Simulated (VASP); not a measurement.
Input of a VASP 6.6.1 run:

The input INCAR:

```
SYSTEM = MgSe
  PREC = Accurate
  ENCUT = 600
  EDIFF = 1E-6
  ISMEAR = 0
  SIGMA = 0.01
  LREAL = .FALSE.
  LASPH = .TRUE.
  NELM = 120
  ALGO = Normal
  ISIF = 2
  LWAVE = .FALSE.
  LCHARG = .TRUE.
  LELF = .TRUE.
  LVHAR = .TRUE.
  NBANDS = 11
  GGA_COMPAT = .FALSE.
```

Contents of KPOINTS:

```
Automatic mesh
0
G
  4 4 4
  0 0 0
```

File POSCAR:

```
MgSe
1.0
    0.0000000000      2.7362693767      2.7362693767
    2.7362693767      0.0000000000      2.7362693767
    2.7362693767      2.7362693767      0.0000000000
Mg Se
1 1
Direct
    0.0000000000      0.0000000000      0.0000000000
    0.5000000000      0.5000000000      0.5000000000
```

Potentials or basis: VASP PAW LDA potentials, release 64 (Mg, Se).

Run with:

```sh
$ cat potpaw_LDA.64/Mg/POTCAR potpaw_LDA.64/Se/POTCAR > POTCAR
$ mpirun -np 1 vasp_std > vasp.out
```

(1) Predict the pressure.

(2) Estimate the band gap on the k mesh.

## Answers

(1) -2.7 GPa.

(2) 1.59 eV (least direct gap 2.30 eV).

Caveat: the k points lie up to 0.50 Å⁻¹ apart.
